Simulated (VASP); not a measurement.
Crystal: ZnAu.

```xyz
2
Lattice="3.1884 0.0000 0.0000 0.0000 3.1884 0.0000 0.0000 0.0000 3.1884" Properties=species:S:1:pos:R:3 pbc="T T T"
Au    0.0000    0.0000    0.0000
Zn    1.5942    1.5942    1.5942
```

This cell differs from its parent crystal: volume scaled by 1.04.

Base run:

* Program: VASP 6.6.1
* Functional: PBEsol
* Potentials or basis: VASP PAW PBE potentials, release 64 (Au, Zn)
* Cutoff: 520 eV
* k mesh: 8 × 8 × 8
* Occupations: fermi-dirac, width 0.05 eV
* Spin: no spin polarisation

Its results: pressure -6.6 GPa.

Question: The run is repeated on the same cell with these changes: functional from PBEsol to PBE; further incar settings from ALGO = Normal; EDIFF = 1e-07; NBANDS = 18 to ALGO = Normal; EDIFF = 1e-06; NBANDS = 18. What comes out?

Answer: Pressure 0.1 GPa.

Caveats: the PAW data sets were made with another functional, which shifts forces and pressure a little (some runs).
